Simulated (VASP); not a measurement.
# KBr in VASP: a series of runs

Aim: see how the results for KBr move with the level of theory and the settings. Levels: PBE, r2SCAN. Tasks: single point.

All numbers are computed with VASP 6.6.1; they aren't measurements. Logs are shortened: lines on timing, memory, paths and dates and some standing lists are left out, and cuts for length are marked.

## 1. The cell of the first run

The structure is cubic, space group Pm-3m (No. 221). The conventional cell has a = 4.025 Å, b = 4.025 Å, c = 4.025 Å, α = 90.00°, β = 90.00°, γ = 90.00°. Within 4.6 Å of K (site symmetry m-3m) lie 8 Br at 3.49 Å and 6 K at 4.03 Å. Within 4.6 Å of Br (site symmetry m-3m) lie 8 K at 3.49 Å and 6 Br at 4.03 Å.

## 2. Single point, PBE (strain +1.2%)

INCAR reads:

```
SYSTEM = KBr
PREC     = Accurate       ! precision mode
ENCUT    = 520            ! plane-wave cutoff, eV
EDIFF    = 1E-6           ! SCF threshold, eV
ISMEAR   = -1             ! smearing method
SIGMA    = 0.02           ! smearing width, eV
LREAL    = .FALSE.        ! projectors in reciprocal space
LASPH    = .TRUE.         ! aspherical terms in the spheres
NELM     = 80             ! most SCF steps
ALGO     = Normal         ! electronic algorithm
ISIF     = 2              ! what is computed and relaxed
LWAVE    = .FALSE.        ! write WAVECAR
LCHARG   = .TRUE.         ! write CHGCAR
GGA      = PE             ! functional
LELF     = .TRUE.         ! ELF
LVHAR    = .TRUE.       
NBANDS   = 15             ! bands
```

KPOINTS reads:

```
regular mesh
0
G
  6 6 6
  0 0 0
```

POSCAR reads:

```
KBr
1.0
    4.0252305376      0.0000000000      0.0000000000
    0.0000000000      4.0252305376      0.0000000000
    0.0000000000      0.0000000000      4.0252305376
K Br
1 1
Direct
    0.0000000000      0.0000000000      0.0000000000
    0.5000000000      0.5000000000      0.5000000000
```

Potentials or basis: VASP PAW PBE potentials, release 64 (K_sv, Br).

Command:

```
cat potpaw_PBE.64/K_sv/POTCAR potpaw_PBE.64/Br/POTCAR > POTCAR
mpirun -np 1 vasp_std > vasp.out
```

OUTCAR:

```text
SYSTEM = KBr
   PREC = Accurate
   ENCUT = 520
   EDIFF = 1E-6
   ISMEAR = -1
   LREAL = .FALSE.
   LASPH = .TRUE.
   NELM = 80
   ISIF = 2
   GGA = PE

 ion  position               nearest neighbor table
   1  0.000  0.000  0.000-
   2  0.500  0.500  0.500-

  LATTYP: Found a simple cubic cell.
 ALAT       =     4.0252305376

  Lattice vectors:

 A1 = (   4.0252305376,   0.0000000000,   0.0000000000)
 A2 = (   0.0000000000,   4.0252305376,   0.0000000000)
 A3 = (   0.0000000000,   0.0000000000,   4.0252305376)

Analysis of symmetry for initial positions (statically):
=====================================================================
 Subroutine PRICEL returns:
 Original cell was already a primitive cell.

 Routine SETGRP: Setting up the symmetry group for a
 simple cubic supercell.

 Subroutine GETGRP returns: Found 48 space group operations
 (whereof 48 operations were pure point group operations)
 out of a pool of 48 trial point group operations.

The static configuration has the point symmetry O_h .

Analysis of symmetry for dynamics (positions and initial velocities):
=====================================================================
 Subroutine PRICEL returns:
 Original cell was already a primitive cell.

 Routine SETGRP: Setting up the symmetry group for a
 simple cubic supercell.

 Subroutine GETGRP returns: Found 48 space group operations
 (whereof 48 operations were pure point group operations)
 out of a pool of 48 trial point group operations.

The dynamic configuration has the point symmetry O_h .

 Subroutine INISYM returns: Found 48 space group operations
 (whereof 48 operations are pure point group operations),
 and found     1 'primitive' translations

----------------------------------------------------------------------------------------

                                     Primitive cell

  volume of cell :      65.2187

  direct lattice vectors                    reciprocal lattice vectors
     4.025230538  0.000000000  0.000000000     0.248432976  0.000000000  0.000000000
     0.000000000  4.025230538  0.000000000     0.000000000  0.248432976  0.000000000
     0.000000000  0.000000000  4.025230538     0.000000000  0.000000000  0.248432976

  length of vectors
     4.025230538  4.025230538  4.025230538     0.248432976  0.248432976  0.248432976

  position of ions in fractional coordinates (direct lattice)
     0.000000000  0.000000000  0.000000000
     0.500000000  0.500000000  0.500000000

  ion indices of the primitive-cell ions
   primitive index   ion index
                 1           1
                 2           2

----------------------------------------------------------------------------------------

 KPOINTS: regular mesh

Automatic generation of k-mesh.
 Grid dimensions read from file:
 generate k-points for:    6    6    6

 Generating k-lattice:

  Cartesian coordinates                     Fractional coordinates (reciprocal lattice)
     0.041405496  0.000000000  0.000000000     0.166666667  0.000000000  0.000000000
     0.000000000  0.041405496  0.000000000     0.000000000  0.166666667  0.000000000
     0.000000000  0.000000000  0.041405496     0.000000000  0.000000000  0.166666667

  Length of vectors
     0.041405496  0.041405496  0.041405496

  Shift w.r.t. Gamma in fractional coordinates (k-lattice)
     0.000000000  0.000000000  0.000000000

 Subroutine IBZKPT returns following result:
 ===========================================

 Found     20 irreducible k-points:

 Following reciprocal coordinates:
            Coordinates               Weight
  0.000000  0.000000  0.000000      1.000000
  0.166667  0.000000  0.000000      6.000000
  0.333333  0.000000  0.000000      6.000000
  0.500000  0.000000  0.000000      3.000000
  0.166667  0.166667  0.000000     12.000000
  0.333333  0.166667  0.000000     24.000000
[... 12 lines left out ...]
  0.500000  0.500000  0.333333      6.000000
  0.500000  0.500000  0.500000      1.000000
   k-points           NKPTS =     20   k-points in BZ     NKDIM =     20   number of bands    NBANDS=     15
   number of dos      NEDOS =    301   number of ions     NIONS =      2
   total plane-waves  NPLWV =  27000
   dimension x,y,z NGX =    30 NGY =   30 NGZ =   30
   dimension x,y,z NGXF=    60 NGYF=   60 NGZF=   60
   ions per type =               1   1
   NGX,Y,Z   is equivalent  to a cutoff of  12.39, 12.39, 12.39 a.u.
   NGXF,Y,Z  is equivalent  to a cutoff of  24.78, 24.78, 24.78 a.u.
 SYSTEM =  KBr
   PREC   = accura    normal or accurate (medium, high low for compatibility)
   ISTART =      0    job   : 0-new  1-cont  2-samecut
   ICHARG =      2    charge: 1-file 2-atom 10-const
   ISPIN  =      1    spin polarized calculation?
   LNONCOLLINEAR =      F non collinear calculations
   LSORBIT =      F    spin-orbit coupling
   LASPH  =      T    aspherical Exc in radial PAW
   ENCUT  =  520.0 eV  38.22 Ry    6.18 a.u.   7.48  7.48  7.48*2*pi/ulx,y,z
   NELM   =     80;   NELMIN=  2; NELMDL= -5     # of ELM steps
   EDIFF  = 0.1E-05   stopping-criterion for ELM
   LREAL  =      F    real-space projection
   EDIFFG = 0.1E-04   stopping-criterion for IOM
   NSW    =      0    number of steps for IOM
   IBRION =     -1    ionic relax: 0-MD 1-quasi-New 2-CG
   NFREE  =      0    steps in history (QN), initial steepest desc. (CG)
   ISIF   =      2    stress and relaxation
   ISYM   =      2    0-nonsym 1-usesym 2-fastsym
   POTIM  = 0.5000    time-step for ionic-motion
   TEBEG  =    0.0;   TEEND  =   0.0 temperature during run
   PSTRESS=    0.0 pullay stress
   NELECT =      16.0000    total number of electrons
   NUPDOWN=      -1.0000    fix difference up-down
   EMIN   =  10.00;   EMAX   =-10.00  energy-range for DOS
   EFERMI =   0.00;   METHOD = LEGACY
   ISMEAR =    -1;   SIGMA  =   0.02  broadening in eV -4-tet -1-fermi 0-gaus
   EFERMI_NEDOS =   21; number of points for ismear=-14 and -15
   IALGO  =     38    algorithm
   IMIX   =      4    mixing-type and parameters
     AMIX     =   0.40;   BMIX     =  1.00
     AMIX_MAG =   1.60;   BMIX_MAG =  1.00
  volume/ion in A,a.u.               =      32.61       220.06
  Fermi-wavevector in a.u.,A,eV,Ry     =   1.024843  1.936673 14.290246  1.050303
  Thomas-Fermi vector in A             =   2.158652
   LORBIT       =      0    0 simple, 1 ext, 2 COOP (PROOUT), +10 PAW based schemes
   GGA     = PE    functional components
   LHFCALC =     F    Hartree Fock is set to
   AEXX    =    0.0000 exact exchange contribution
   IVDW    =     0    specifies the selected vdW correction
   LEPSILON=     F    determine dielectric tensor
   LRPA    =     F    only Hartree local field effects (RPA)
 non-spin polarized calculation
  energy-cutoff  :      520.00
  volume of cell :       65.22
 maximum number of plane-waves:      1791
 NGX is ok and might be reduce to    30
   NGX = 15   NGY = 15   NGZ = 15

 number of electron      15.9999997 magnetization

 Free energy of the ion-electron system (eV)
  ---------------------------------------------------
  ext. energy  EPLUGINS =         0.00000000
  ---------------------------------------------------
  free energy    TOTEN  =        -6.07770995 eV

  energy without entropy =       -6.07770995  energy(sigma->0) =       -6.07770995

 E-fermi :  -0.2617     XC(G=0):  -7.8817

 val. band max:       -0.6948243320   @ k =   0.5000   0.5000   0.0000
 cond. band min:       3.2090375413   @ k =   0.0000   0.0000   0.0000
 fundamental gap:      3.9038618733
 Fermi energy:        -0.2617214259

 k-point     1 :       0.0000    0.0000    0.0000
  band No.  band energies     occupation
      1     -29.3439      2.00000
      2     -13.4974      2.00000
      3     -12.7675      2.00000
      4     -12.7675      2.00000
      5     -12.7675      2.00000
      6      -0.9595      2.00000
      7      -0.9595      2.00000
      8      -0.9595      2.00000
      9       3.2090      0.00000
     10       5.1432      0.00000
     11       5.1432      0.00000
     12       8.9896      0.00000
     13       8.9896      0.00000
     14       8.9896      0.00000
     15      11.6614      0.00000

 k-point     2 :       0.1667    0.0000    0.0000
  band No.  band energies     occupation
      1     -29.3412      2.00000
      2     -13.5452      2.00000
      3     -12.7624      2.00000
      4     -12.7624      2.00000
      5     -12.7145      2.00000
      6      -1.5115      2.00000
      7      -0.9529      2.00000
      8      -0.9529      2.00000
      9       3.8350      0.00000
     10       5.3562      0.00000
     11       5.7089      0.00000
     12       8.9102      0.00000
     13       8.9102      0.00000
     14       9.1044      0.00000
     15      10.7053      0.00000

 k-point     3 :       0.3333    0.0000    0.0000
  band No.  band energies     occupation
      1     -29.3359      2.00000
      2     -13.6333      2.00000
      3     -12.7524      2.00000
      4     -12.7524      2.00000
      5     -12.6126      2.00000
      6      -2.3371      2.00000
      7      -0.9403      2.00000
      8      -0.9403      2.00000
      9       5.0179      0.00000
     10       5.9486      0.00000
     11       6.7782      0.00000
     12       8.8847      0.00000
     13       8.8847      0.00000
     14       9.1289      0.00000
     15       9.3684      0.00000
[... 271 lines left out ...]
 k-point    19 :       0.5000    0.5000    0.3333
  band No.  band energies     occupation
      1     -29.3160      2.00000
      2     -13.1507      2.00000
      3     -12.8892      2.00000
      4     -12.8892      2.00000
      5     -12.8440      2.00000
      6      -2.1338      2.00000
      7      -2.1338      2.00000
      8      -1.8427      2.00000
      9       5.9705      0.00000
     10       6.8616      0.00000
     11       6.8616      0.00000
     12       8.0602      0.00000
     13       8.9638      0.00000
     14       8.9638      0.00000
     15      10.4682      0.00000

 k-point    20 :       0.5000    0.5000    0.5000
  band No.  band energies     occupation
      1     -29.3136      2.00000
      2     -13.1180      2.00000
      3     -12.8807      2.00000
      4     -12.8807      2.00000
      5     -12.8807      2.00000
      6      -2.1445      2.00000
      7      -2.1445      2.00000
      8      -2.1445      2.00000
      9       6.7373      0.00000
     10       6.7373      0.00000
     11       6.7373      0.00000
     12       8.7460      0.00000
     13       8.7460      0.00000
     14       8.7460      0.00000
     15      10.4896      0.00000

------------------------ aborting loop because EDIFF is reached ----------------------------------------

  FORCE on cell =-STRESS in cart. coord.  units (eV):
  Direction    XX          YY          ZZ          XY          YZ          ZX
  --------------------------------------------------------------------------------------
  -------------------------------------------------------------------------------------
  Total        0.0691088      0.0691088      0.0691088      0.0000000      0.0000000     -0.0000000
  in kB        1.6977411      1.6977411      1.6977411      0.0000000      0.0000000     -0.0000000
  external PRESSURE =       1.6977411 kB  Pullay stress =       0.0000000 kB

 VOLUME and BASIS-vectors are now :
 -----------------------------------------------------------------------------
  energy-cutoff  :      520.00
  volume of cell :       65.22
      direct lattice vectors                 reciprocal lattice vectors
     4.025230538  0.000000000  0.000000000     0.248432976  0.000000000  0.000000000
     0.000000000  4.025230538  0.000000000     0.000000000  0.248432976  0.000000000
     0.000000000  0.000000000  4.025230538     0.000000000  0.000000000  0.248432976

 POSITION                                       TOTAL-FORCE (eV/Angst)
 -----------------------------------------------------------------------------------
      0.00000      0.00000      0.00000         0.000000      0.000000      0.000000
      2.01262      2.01262      2.01262         0.000000      0.000000      0.000000
 -----------------------------------------------------------------------------------
    total drift:                               -0.000000      0.000000     -0.000000

  FREE ENERGIE OF THE ION-ELECTRON SYSTEM (eV)
  ---------------------------------------------------
  free  energy   TOTEN  =        -6.0777099457 eV

  energy  without entropy=       -6.0777099456  energy(sigma->0) =       -6.07770995
```

It took 8.2 s on 1 thread of AMD EPYC 9R45 (Zen 5), shared host; peak memory 0.14 GiB.

Results:

| Quantity | Value |
| --- | --- |
| Free energy | -6.0777 eV |
| Pressure | 0.2 GPa |
| Band gap on the k mesh | 3.90 eV, indirect (least direct gap 4.17 eV) |

Caveat: the cell differs from its parent crystal (strain +1.2%). A k mesh can miss the band edges.

## 3. Single point, r2SCAN (uniaxial z strain +4.9%)

POSCAR reads:

```
KBr
1.0
    3.9763217797      0.0000000000      0.0000000000
    0.0000000000      3.9763217797      0.0000000000
    0.0000000000      0.0000000000      4.1707639148
K Br
1 1
Direct
    0.0000000000      0.0000000000      0.0000000000
    0.5000000000      0.5000000000      0.5000000000
```

INCAR.step1 reads:

```
  PREC = Accurate
  ENCUT = 520
  ISMEAR = 0
  SIGMA = 0.01
  LREAL = F
  LASPH = T
  NELM = 100
  NBANDS = 15
  GGA = PE
  ALGO = Normal
  EDIFF = 1E-4
  LWAVE = T
  LCHARG = F
```

INCAR.step2 reads:

```
  PREC = Accurate
  ENCUT = 520
  EDIFF = 1E-6
  ISMEAR = 0
  SIGMA = 0.01
  LREAL = F
  LASPH = T
  NELM = 100
  ALGO = Normal
  ISIF = 2
  LWAVE = F
  LCHARG = F
  METAGGA = R2SCAN
  LMIXTAU = T
  NBANDS = 15
  ISTART = 1
```

KPOINTS reads:

```
Automatic mesh
0
Gamma
  6 6 6
```

Potentials or basis: VASP PAW PBE potentials, release 64 (K_sv, Br).

Command:

```
cat potpaw_PBE.64/K_sv/POTCAR potpaw_PBE.64/Br/POTCAR > POTCAR
cp INCAR.step1 INCAR
mpirun -np 1 vasp_std > vasp.out
cp INCAR.step2 INCAR
mpirun -np 1 vasp_std > vasp.out
```

It took 62 s on 1 thread of AMD EPYC 9R45 (Zen 5), shared host; peak memory 0.16 GiB.

The run converged. Its results:

| Item | Value |
| --- | --- |
| Free energy | -23.1242 eV |
| Pressure | -0.8 GPa |
| Band gap on the k mesh | 4.49 eV, indirect (least direct gap 4.74 eV) |

Stress tensor (GPa, compression positive):
```
-0.20  0.00  0.00
 0.00 -0.20  0.00
 0.00  0.00 -1.98
```

Levels at points of the mesh, in eV from the valence-band top:
```csv
k point,band 5,band 6,band 7,band 8,band 9,band 10,band 11,band 12
"(0.00, 0.00, 0.00)",-12.56,-0.53,-0.25,-0.25,4.49,6.24,6.43,10.27
"(0.50, 0.00, 0.00)",-12.38,-2.03,-0.49,-0.19,7.09,7.66,8.45,9.51
"(0.50, 0.50, 0.00)",-12.53,-1.48,-1.48,-0.22,5.84,6.88,8.41,8.41
"(0.00, 0.00, 0.50)",-12.33,-2.02,-0.24,-0.24,7.14,7.61,8.11,9.57
"(0.50, 0.00, 0.50)",-12.53,-1.55,-1.44,0.00,5.71,7.26,8.75,8.89
"(0.50, 0.50, 0.50)",-12.63,-1.54,-1.54,-1.46,7.88,7.99,7.99,9.85
```

Caveat: the cell differs from its parent crystal (uniaxial z strain +4.9%); the PAW data sets were made with another functional, which shifts forces and pressure a little. A k mesh can miss the band edges.
